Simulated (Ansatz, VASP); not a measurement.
**Two plane-wave programs on SiNi**

```xyz
4
Lattice="3.2912 0.0000 0.0000 0.0000 3.5099 0.0000 0.0000 0.0000 4.0584" Properties=species:S:1:pos:R:3 pbc="T T T"
Si    1.6456    1.7550    3.4220
Si    0.0000    0.0000    0.6364
Ni    1.6456    1.7550    1.3892
Ni    0.0000    0.0000    2.6692
```

Alike in both runs: task single point; functional PBE; k mesh 18 × 16 × 12; occupations gaussian, width 0.15 eV; no spin polarisation.

|  | VASP | Ansatz |
| --- | --- | --- |
| version | VASP 6.6.1 | Ansatz 0.2.0 |
| potentials or method | VASP PAW PBE potentials, release 64 (Si, Ni), cutoff 520 eV | scalar-relativistic, plane waves, PAW |
| valence electrons in the cell | 28 | 44 |

|  | VASP | Ansatz | Ansatz less VASP |
| --- | --- | --- | --- |
| gap on the k mesh at the Fermi level (eV) | none | none | - |
| pressure (GPa) | 24.7 | 24.9 | +0.15 |
| traceless stress, the component that is largest in VASP (GPa) | 68.44 | 68.42 | -0.015 |
| rms of the force components (eV/Å) | 0.422 | 0.429 | +0.0070 |

Atom by atom the forces differ by 0.007 eV/Å (rms over components). A gap of «none» marks a metal or a gap that the smearing closes. VASP's potentials hold 28 valence electrons a cell and Ansatz's 44, so a difference there can come from the potentials and not from the codes.
